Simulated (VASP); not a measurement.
# SrO (P6_3mc) in VASP: further runs, part 2 of 3

VASP 6.6.1. The steps go on from the part before.

### Step 3. Single point, r2SCAN+D4

This run uses another cell than the first one, of 20.19 Å³/atom.

The input, POSCAR:

```
SrO
1.0
    4.2610083052     -0.0000000029      0.0000000000
   -2.1305041501      3.6901414395      0.0000000000
    0.0000000000      0.0000000000      5.1351287894
Sr O
2 2
Direct
    0.3333333333      0.6666666667      0.9377719497
    0.6666666667      0.3333333333      0.4377719497
    0.3333333333      0.6666666667      0.4372280503
    0.6666666667      0.3333333333      0.9372280503
```

The input, INCAR.step1:

```
PREC = Accurate ; ENCUT = 520
ISMEAR = 0 ; SIGMA = 0.01
LREAL = F ; LASPH = T
NELM = 60 ; NBANDS = 24
GGA = PE ; ALGO = Normal
EDIFF = 1E-4 ; LWAVE = T
LCHARG = F
```

The input, INCAR.step2:

```
PREC = Accurate ; ENCUT = 520
EDIFF = 1E-6 ; ISMEAR = 0
SIGMA = 0.01 ; LREAL = F
LASPH = T ; NELM = 60
ALGO = Normal ; ISIF = 2
LWAVE = F ; LCHARG = T
METAGGA = R2SCAN ; LMIXTAU = T
IVDW = 13 ; VDW_S6 = 1.0
VDW_S8 = 0.6018749 ; VDW_A1 = 0.51559235
VDW_A2 = 5.77342911 ; LELF = T
LVHAR = T ; NBANDS = 24
ISTART = 1
```

The input, KPOINTS:

```
Automatic mesh
0
Gamma
  6 6 4
```

Potentials or basis: VASP PAW PBE potentials, release 64 (Sr_sv, O).

On the command line:

```
> cat potpaw_PBE.64/Sr_sv/POTCAR potpaw_PBE.64/O/POTCAR > POTCAR
> cp INCAR.step1 INCAR
> mpirun -np 1 vasp_std > vasp.out
> cp INCAR.step2 INCAR
> mpirun -np 1 vasp_std > vasp.out
```

OUTCAR:

```text
PREC = Accurate
   ENCUT = 520
   EDIFF = 1E-6
   ISMEAR = 0
   LREAL = F
   LASPH = T
   NELM = 60
   ISIF = 2
   METAGGA = R2SCAN
   IVDW = 13
   ISTART = 1

 ion  position               nearest neighbor table
   1  0.333  0.667  0.938-   4 2.46   4 2.46   4 2.46   3 2.56   3 2.57   2 3.56   2 3.56   2 3.56
                             2 3.56   2 3.56   2 3.56
   2  0.667  0.333  0.438-   3 2.46   3 2.46   3 2.46   4 2.56   4 2.57   1 3.56   1 3.56   1 3.56
                             1 3.56   1 3.56   1 3.56
   3  0.333  0.667  0.437-   2 2.46   2 2.46   2 2.46   1 2.56   1 2.57
   4  0.667  0.333  0.937-   1 2.46   1 2.46   1 2.46   2 2.56   2 2.57

  LATTYP: Found a hexagonal cell.
 ALAT       =     4.2610083052
 C/A-ratio  =     1.2051440461

  Lattice vectors:

 A1 = (   4.2610083052,  -0.0000000029,   0.0000000000)
 A2 = (  -2.1305041501,   3.6901414395,   0.0000000000)
 A3 = (   0.0000000000,   0.0000000000,   5.1351287894)

Analysis of symmetry for initial positions (statically):
=====================================================================
 Subroutine PRICEL returns:
 Original cell was already a primitive cell.

 Routine SETGRP: Setting up the symmetry group for a
 hexagonal supercell.

 Subroutine GETGRP returns: Found 12 space group operations
 (whereof  6 operations were pure point group operations)
 out of a pool of 24 trial point group operations.

The static configuration has the point symmetry C_3v.
 The point group associated with its full space group is C_6v.

Analysis of symmetry for dynamics (positions and initial velocities):
=====================================================================
 Subroutine PRICEL returns:
 Original cell was already a primitive cell.

 Routine SETGRP: Setting up the symmetry group for a
 hexagonal supercell.

 Subroutine GETGRP returns: Found 12 space group operations
 (whereof  6 operations were pure point group operations)
 out of a pool of 24 trial point group operations.

The dynamic configuration has the point symmetry C_3v.
 The point group associated with its full space group is C_6v.

 Subroutine INISYM returns: Found 12 space group operations
 (whereof  6 operations are pure point group operations),
 and found     1 'primitive' translations

----------------------------------------------------------------------------------------

                                     Primitive cell

  volume of cell :      80.7433

  direct lattice vectors                    reciprocal lattice vectors
     4.261008305 -0.000000003  0.000000000     0.234686236  0.135496161  0.000000000
    -2.130504150  3.690141440  0.000000000     0.000000000  0.270992323  0.000000000
     0.000000000  0.000000000  5.135128789     0.000000000  0.000000000  0.194737083

  length of vectors
     4.261008305  4.261008305  5.135128789     0.270992323  0.270992323  0.194737083

  position of ions in fractional coordinates (direct lattice)
     0.333333333  0.666666667  0.937771950
     0.666666667  0.333333333  0.437771950
     0.333333333  0.666666667  0.437228050
     0.666666667  0.333333333  0.937228050

  ion indices of the primitive-cell ions
   primitive index   ion index
                 1           1
                 2           2
[... 26 lines left out ...]

 Found     21 irreducible k-points:

 Following reciprocal coordinates:
            Coordinates               Weight
  0.000000  0.000000  0.000000      1.000000
  0.166667 -0.000000  0.000000      6.000000
  0.333333  0.000000  0.000000      6.000000
  0.500000  0.000000  0.000000      3.000000
  0.166667  0.166667  0.000000      6.000000
  0.333333  0.166667  0.000000     12.000000
[... 13 lines left out ...]
  0.333333  0.166667  0.500000     12.000000
  0.333333  0.333333  0.500000      2.000000
   k-points           NKPTS =     21   k-points in BZ     NKDIM =     21   number of bands    NBANDS=     24
   number of dos      NEDOS =    301   number of ions     NIONS =      4
   total plane-waves  NPLWV =  40960
   dimension x,y,z NGX =    32 NGY =   32 NGZ =   40
   dimension x,y,z NGXF=    64 NGYF=   64 NGZF=   80
   ions per type =               2   2
   NGX,Y,Z   is equivalent  to a cutoff of  12.49, 12.49, 12.95 a.u.
   NGXF,Y,Z  is equivalent  to a cutoff of  24.97, 24.97, 25.90 a.u.
 SYSTEM =  unknown system
   PREC   = accura    normal or accurate (medium, high low for compatibility)
   ISTART =      1    job   : 0-new  1-cont  2-samecut
   ICHARG =      0    charge: 1-file 2-atom 10-const
   ISPIN  =      1    spin polarized calculation?
   LNONCOLLINEAR =      F non collinear calculations
   LSORBIT =      F    spin-orbit coupling
   LASPH  =      T    aspherical Exc in radial PAW
   ENCUT  =  520.0 eV  38.22 Ry    6.18 a.u.   7.92  7.92  9.55*2*pi/ulx,y,z
   NELM   =     60;   NELMIN=  2; NELMDL=  0     # of ELM steps
   EDIFF  = 0.1E-05   stopping-criterion for ELM
   LREAL  =      F    real-space projection
   EDIFFG = 0.1E-04   stopping-criterion for IOM
   NSW    =      0    number of steps for IOM
   IBRION =     -1    ionic relax: 0-MD 1-quasi-New 2-CG
   NFREE  =      0    steps in history (QN), initial steepest desc. (CG)
   ISIF   =      2    stress and relaxation
   ISYM   =      2    0-nonsym 1-usesym 2-fastsym
   POTIM  = 0.5000    time-step for ionic-motion
   TEBEG  =    0.0;   TEEND  =   0.0 temperature during run
   PSTRESS=    0.0 pullay stress
   NELECT =      32.0000    total number of electrons
   NUPDOWN=      -1.0000    fix difference up-down
   EMIN   =  10.00;   EMAX   =-10.00  energy-range for DOS
   EFERMI =   0.00;   METHOD = LEGACY
   ISMEAR =     0;   SIGMA  =   0.01  broadening in eV -4-tet -1-fermi 0-gaus
   EFERMI_NEDOS =   21; number of points for ismear=-14 and -15
   IALGO  =     38    algorithm
   IMIX   =      4    mixing-type and parameters
     AMIX     =   0.40;   BMIX     =  1.00
     AMIX_MAG =   1.60;   BMIX_MAG =  1.00
  volume/ion in A,a.u.               =      20.19       136.22
  Fermi-wavevector in a.u.,A,eV,Ry     =   1.202512  2.272417 19.674486  1.446034
  Thomas-Fermi vector in A             =   2.338291
   LORBIT       =      0    0 simple, 1 ext, 2 COOP (PROOUT), +10 PAW based schemes
   METAGGA = R2SCAN    functional components
   LHFCALC =     F    Hartree Fock is set to
   AEXX    =    0.0000 exact exchange contribution
   IVDW    =    13    specifies the selected vdW correction
   LEPSILON=     F    determine dielectric tensor
   LRPA    =     F    only Hartree local field effects (RPA)
 non-spin polarized calculation
 Gauss-broadening in eV      SIGMA  =   0.01
  energy-cutoff  :      520.00
  volume of cell :       80.74
 maximum number of plane-waves:      2190
 NGX is ok and might be reduce to    32
   NGX = 15   NGY = 15   NGZ = 19

 number of electron      32.0000009 magnetization

 Free energy of the ion-electron system (eV)
  ---------------------------------------------------
  ext. energy  EPLUGINS =         0.00000000
  ---------------------------------------------------
  free energy    TOTEN  =       -53.76135493 eV

  energy without entropy =      -53.76135493  energy(sigma->0) =      -53.76135493

 E-fermi :   0.5853     XC(G=0):  -9.5137

 val. band max:        0.4770026210   @ k =   0.0000   0.0000   0.0000
 cond. band min:       3.5189503419   @ k =   0.0000   0.0000   0.0000
 fundamental gap:      3.0419477209
 Fermi energy:         0.5852583487

 k-point     1 :       0.0000    0.0000    0.0000
  band No.  band energies     occupation
      1     -32.9716      2.00000
      2     -32.7968      2.00000
      3     -15.5324      2.00000
      4     -15.5111      2.00000
      5     -14.8907      2.00000
      6     -14.4870      2.00000
[... 556 lines left out ...]
     23      10.4656      0.00000
     24      10.4656      0.00000

------------------------ aborting loop because EDIFF is reached ----------------------------------------

  DFT-D4 for vdW energy calculation

  Edisp (eV):   -0.21445

  FORCE on cell =-STRESS in cart. coord.  units (eV):
  Direction    XX          YY          ZZ          XY          YZ          ZX
  --------------------------------------------------------------------------------------
  -------------------------------------------------------------------------------------
  Total       0.23992     0.23992     0.25417    -0.00000    -0.00000     0.00000
  in kB       4.76067     4.76067     5.04339    -0.00000    -0.00000     0.00000
  external pressure =        4.85 kB  Pullay stress =        0.00 kB

 VOLUME and BASIS-vectors are now :
 -----------------------------------------------------------------------------
  energy-cutoff  :      520.00
  volume of cell :       80.74
      direct lattice vectors                 reciprocal lattice vectors
     4.261008305 -0.000000003  0.000000000     0.234686236  0.135496161  0.000000000
    -2.130504150  3.690141440  0.000000000     0.000000000  0.270992323  0.000000000
     0.000000000  0.000000000  5.135128789     0.000000000  0.000000000  0.194737083

 POSITION                                       TOTAL-FORCE (eV/Angst)
 -----------------------------------------------------------------------------------
      0.00000      2.46009      4.81558        -0.000000     -0.000000     -0.007266
      2.13050      1.23005      2.24802         0.000000      0.000000     -0.007266
      0.00000      2.46009      2.24522         0.000000     -0.000000      0.007266
      2.13050      1.23005      4.81279        -0.000000      0.000000      0.007266
 -----------------------------------------------------------------------------------
    total drift:                               -0.000000      0.000000      0.000377

  FREE ENERGIE OF THE ION-ELECTRON SYSTEM (eV)
  ---------------------------------------------------
  free  energy   TOTEN  =       -53.9758083721 eV

  energy  without entropy=      -53.9758083721  energy(sigma->0) =      -53.97580837
```

Run time: 3.8 min. Hardware: 1 thread of Intel Xeon 8259CL, shared host; peak memory 0.22 GiB.

Results:

```
Free energy                : -53.9758 eV
Pressure                   : 0.5 GPa
Largest force              : 0.007 eV/Å
Band gap on the k mesh     : 3.04 eV
Dispersion energy per atom : -0.054 eV
```

Forces on the atoms (eV/Å):
```
Sr   0.000  0.000 -0.007
Sr   0.000  0.000 -0.007
O    0.000  0.000  0.007
O    0.000  0.000  0.007
```

Levels at points of the mesh, in eV from the valence-band top:
```tsv
k point	band 13	band 14	band 15	band 16	band 17	band 18	band 19	band 20
(0.00, 0.00, 0.00)	-0.89	-0.89	-0.31	0.00	3.04	6.74	6.74	7.73
(0.50, 0.00, 0.00)	-0.36	-0.34	-0.33	-0.27	4.64	5.27	5.63	7.89
(0.00, 0.00, 0.50)	-1.10	-1.10	-1.10	-1.10	4.74	4.74	8.52	8.52
(0.50, 0.00, 0.50)	-0.90	-0.90	-0.43	-0.43	5.31	5.31	8.02	8.02
```

Caveat: the PAW data sets were made with another functional, which shifts forces and pressure a little.

### Step 4. Single point, r2SCAN

This run uses another cell than the first one, of 20.31 Å³/atom.

The input, POSCAR:

```
SrO
1.0
    4.2697752328     -0.0000000029      0.0000000000
   -2.1348876139      3.6977338215      0.0000000000
    0.0000000000      0.0000000000      5.1445287350
Sr O
2 2
Direct
    0.3333333333      0.6666666667      0.9377606821
    0.6666666667      0.3333333333      0.4377606821
    0.3333333333      0.6666666667      0.4372393179
    0.6666666667      0.3333333333      0.9372393179
```

The input, INCAR.step1:

```
ALGO = Normal
EDIFF = 1E-4
ENCUT = 520
GGA = PE
ISMEAR = 0
LASPH = True
LCHARG = False
LREAL = False
LWAVE = True
NBANDS = 24
NELM = 100
PREC = Accurate
SIGMA = 0.01
```

The input, INCAR.step2:

```
ALGO = Normal
EDIFF = 1E-6
ENCUT = 520
ISIF = 2
ISMEAR = 0
ISTART = 1
LASPH = True
LCHARG = False
LMIXTAU = True
LREAL = False
LWAVE = False
METAGGA = R2SCAN
NBANDS = 24
NELM = 100
PREC = Accurate
SIGMA = 0.01
```

The input, KPOINTS:

```
k-points
0
Gamma
  6 6 4
```

Potentials or basis: VASP PAW PBE potentials, release 64 (Sr_sv, O).

On the command line:

```
> cat potpaw_PBE.64/Sr_sv/POTCAR potpaw_PBE.64/O/POTCAR > POTCAR
> cp INCAR.step1 INCAR
> mpirun -np 1 vasp_std > vasp.out
> cp INCAR.step2 INCAR
> mpirun -np 1 vasp_std > vasp.out
```

OUTCAR:

```text
EDIFF = 1E-6
   ENCUT = 520
   ISIF = 2
   ISMEAR = 0
   ISTART = 1
   LASPH = True
   LREAL = False
   METAGGA = R2SCAN
   NELM = 100
   PREC = Accurate

 ion  position               nearest neighbor table
   1  0.333  0.667  0.938-   4 2.47   4 2.47   4 2.47   3 2.57   3 2.57   2 3.56   2 3.56   2 3.56
                             2 3.56   2 3.56   2 3.56
   2  0.667  0.333  0.438-   3 2.47   3 2.47   3 2.47   4 2.57   4 2.57   1 3.56   1 3.56   1 3.56
                             1 3.56   1 3.56   1 3.56
   3  0.333  0.667  0.437-   2 2.47   2 2.47   2 2.47   1 2.57   1 2.57
   4  0.667  0.333  0.937-   1 2.47   1 2.47   1 2.47   2 2.57   2 2.57

  LATTYP: Found a hexagonal cell.
 ALAT       =     4.2697752328
 C/A-ratio  =     1.2048710891

  Lattice vectors:

 A1 = (   4.2697752328,  -0.0000000029,   0.0000000000)
 A2 = (  -2.1348876139,   3.6977338215,   0.0000000000)
 A3 = (   0.0000000000,   0.0000000000,   5.1445287350)

Analysis of symmetry for initial positions (statically):
=====================================================================
 Subroutine PRICEL returns:
 Original cell was already a primitive cell.
[... 172 lines left out ...]

 E-fermi :   0.5232     XC(G=0):  -9.4858

 val. band max:        0.4546799746   @ k =   0.0000   0.0000   0.0000
 cond. band min:       3.4773711480   @ k =   0.0000   0.0000   0.0000
 fundamental gap:      3.0226911734
 Fermi energy:         0.5231587855

 k-point     1 :       0.0000    0.0000    0.0000
  band No.  band energies     occupation
      1     -33.0175      2.00000
      2     -32.8470      2.00000
      3     -15.5449      2.00000
      4     -15.5271      2.00000
      5     -14.9255      2.00000
      6     -14.5304      2.00000
[... 556 lines left out ...]
     23      10.3996      0.00000
     24      10.3996      0.00000

------------------------ aborting loop because EDIFF is reached ----------------------------------------

  FORCE on cell =-STRESS in cart. coord.  units (eV):
  Direction    XX          YY          ZZ          XY          YZ          ZX
  --------------------------------------------------------------------------------------
  -------------------------------------------------------------------------------------
  Total        0.2464883      0.2464883      0.2440413     -0.0000000      0.0000000      0.0000000
  in kB        4.8620638      4.8620638      4.8137957     -0.0000000      0.0000000      0.0000000
  external PRESSURE =       4.8459744 kB  Pullay stress =       0.0000000 kB

 VOLUME and BASIS-vectors are now :
 -----------------------------------------------------------------------------
  energy-cutoff  :      520.00
  volume of cell :       81.22
      direct lattice vectors                 reciprocal lattice vectors
     4.269775233 -0.000000003  0.000000000     0.234204366  0.135217953  0.000000000
    -2.134887614  3.697733821  0.000000000     0.000000000  0.270435907  0.000000000
     0.000000000  0.000000000  5.144528735     0.000000000  0.000000000  0.194381264

 POSITION                                       TOTAL-FORCE (eV/Angst)
 -----------------------------------------------------------------------------------
      0.00000      2.46516      4.82434         0.000000     -0.000000     -0.006796
      2.13489      1.23258      2.25207        -0.000000      0.000000     -0.006796
      0.00000      2.46516      2.24939        -0.000000     -0.000000      0.006796
      2.13489      1.23258      4.82165         0.000000      0.000000      0.006796
 -----------------------------------------------------------------------------------
    total drift:                               -0.000000      0.000000      0.000371

  FREE ENERGIE OF THE ION-ELECTRON SYSTEM (eV)
  ---------------------------------------------------
  free  energy   TOTEN  =       -53.7638014007 eV

  energy  without entropy=      -53.7638014007  energy(sigma->0) =      -53.76380140
```

OSZICAR.step1:

```text
N       E                     dE             d eps       ncg     rms          rms(c)
DAV:   1     0.201654680702E+03    0.20165E+03   -0.16271E+04  1016   0.125E+03
DAV:   2    -0.155903986679E+02   -0.21725E+03   -0.20409E+03  1424   0.292E+02
DAV:   3    -0.293045246438E+02   -0.13714E+02   -0.13620E+02  1536   0.670E+01
DAV:   4    -0.296807626653E+02   -0.37624E+00   -0.37599E+00  1440   0.924E+00
DAV:   5    -0.296856124521E+02   -0.48498E-02   -0.48496E-02  1408   0.101E+00    0.240E+01
DAV:   6    -0.241902561859E+02    0.54954E+01   -0.25795E+01  1136   0.265E+01    0.288E+01
DAV:   7    -0.239989801708E+02    0.19128E+00   -0.19398E+00  1368   0.795E+00    0.170E+01
DAV:   8    -0.238887477478E+02    0.11023E+00   -0.54039E-01  1224   0.504E+00    0.249E+00
DAV:   9    -0.238865526065E+02    0.21951E-02   -0.55407E-02  1392   0.147E+00    0.512E-01
DAV:  10    -0.238934886886E+02   -0.69361E-02   -0.70330E-03  1104   0.499E-01    0.223E-01
DAV:  11    -0.238940152424E+02   -0.52655E-03   -0.20847E-03  1320   0.241E-01    0.118E-01
DAV:  12    -0.238943443558E+02   -0.32911E-03   -0.58513E-04  1056   0.125E-01    0.347E-02
DAV:  13    -0.238943409122E+02    0.34436E-05   -0.23961E-05   944   0.305E-02
   1 F= -.23894341E+02 E0= -.23894341E+02  d E =-.512529E-59
```

It took 3 min on 1 thread of Intel Xeon 8259CL, shared host; peak memory 0.22 GiB.

What came out:

```
Free energy            : -53.7638 eV
Pressure               : 0.5 GPa
Largest force          : 0.007 eV/Å
Band gap on the k mesh : 3.02 eV
```

Forces in eV/Å, atoms in the order of the input:
```
Sr   0.000  0.000 -0.007
Sr   0.000  0.000 -0.007
O    0.000  0.000  0.007
O    0.000  0.000  0.007
```

Caveat: the PAW data sets were made with another functional, which shifts forces and pressure a little.

(Continued in part 3 of 3.)
